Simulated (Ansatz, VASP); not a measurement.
**One calculation of NaF, two programs**

```
Na F
1.0
     0.00000    2.29712    2.29712
     2.29712    0.00000    2.29712
     2.29712    2.29712    0.00000
Na F
1 1
Direct
  0.00000 0.00000 0.00000
  0.50000 0.50000 0.50000
```

Alike in both runs: functional r2SCAN; k mesh 9 × 9 × 9; occupations fermi-dirac, width 0.02 eV; no spin polarisation.

Ansatz relaxed the structure, and its values are those at the end. VASP's run is a single point on that final structure, the one shown.

|  | VASP | Ansatz |
| --- | --- | --- |
| version | VASP 6.6.1 | Ansatz 0.2.0 |
| potentials or method | VASP PAW PBE potentials, release 64 (Na_pv, F) | PAW with Ansatz's default frozen-core files, scalar-relativistic |
| plane-wave cutoff (eV) | 520 | 500 |
| valence electrons in the cell | 14 | 16 |

```tsv
	VASP	Ansatz	Ansatz less VASP
pressure (GPa)	-0.9	0.0	+0.89
```

VASP's potentials were made for PBE, not for r2SCAN. The functional is the same, so the differences come from potentials, cutoffs and numerics. VASP's potentials hold 14 valence electrons a cell and Ansatz's 16, so a difference there can come from the potentials and not from the codes.
